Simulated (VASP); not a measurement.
Here is a VASP 6.6.1 calculation.

INCAR

```
SYSTEM = EuS
PREC = Accurate ; ENCUT = 600
EDIFF = 1E-6 ; ISMEAR = -1
SIGMA = 0.05 ; LREAL = .FALSE.
LASPH = .TRUE. ; NELM = 200
ALGO = Normal ; ISIF = 2
LWAVE = .FALSE. ; LCHARG = .TRUE.
ISPIN = 2 ; MAGMOM = 7 0
LORBIT = 11 ; LMAXMIX = 6
GGA = CA ; LELF = .TRUE.
LVHAR = .TRUE. ; NBANDS = 22
GGA_COMPAT = .FALSE.
```

Contents of KPOINTS:

```
regular mesh
0
G
  8 8 8
  0 0 0
```

File POSCAR:

```
EuS
1.0
    0.0000000000      3.0369167916      3.0369167916
    3.0369167916      0.0000000000      3.0369167916
    3.0369167916      3.0369167916      0.0000000000
Eu S
1 1
Direct
    0.0000000000      0.0000000000      0.0000000000
    0.5000000000      0.5000000000      0.5000000000
```

Potentials or basis: VASP PAW PBE potentials, release 64 (Eu, S).

Launch:

```sh
$ cat potpaw_PBE.64/Eu/POTCAR potpaw_PBE.64/S/POTCAR > POTCAR
$ mpirun -np 1 vasp_std > vasp.out
```

Predict the pressure.

-9.2 GPa.

Predict the net moment.

6.97 μB per cell.

What does it give for the band gap on the k mesh?

Zero (filled and empty bands overlap).

Caveat: the cell stands under tension; the PAW data sets were made with another functional, which shifts forces and pressure a little; spin-orbit coupling is left out, which moves the levels of the heavy elements; a cell with one magnetic atom can't hold antiferromagnetic order, which such compounds often take; semilocal functionals describe open f shells poorly, which spoils levels, moments and volumes. With open d or f shells a metallic result of LDA can be an artefact of self-interaction; +U or a hybrid may open a gap.
